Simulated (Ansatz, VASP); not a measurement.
**W in VASP and in Ansatz**

```
W
1.0
    -1.51822    1.51822    1.51822
     1.51822   -1.51822    1.51822
     1.51822    1.51822   -1.51822
W
1
Cartesian
  0.0000 0.0000 0.0000
```

Change from the starting cell: volume scaled by 0.88, PAW files.

Alike in both runs: task single point; functional r2SCAN; k mesh 19 × 19 × 19; occupations fermi-dirac, width 0.08 eV; no spin polarisation.

|  | VASP | Ansatz |
| --- | --- | --- |
| version | VASP 6.6.1 | Ansatz 0.2.0 |
| potentials or method | VASP PAW PBE potentials, release 64 (W_sv) | PAW with Ansatz's default frozen-core files, scalar-relativistic |
| plane-wave cutoff (eV) | 550 | 500 |
| valence electrons in the cell | 14 | 14 |

Ansatz gave:

| Quantity | Value |
| --- | --- |
| pressure (GPa) | 52.8 |

Problem. What did VASP give for the same quantities?

Solution. Pressure (GPa): 55.0.

VASP's potentials were made for PBE, not for r2SCAN. Both programs put the cell under a high pressure, so it lies far from rest at this level. With one functional, cell and mesh, what is left measures potentials, basis and numerics.

Neither program's run includes spin-orbit coupling.
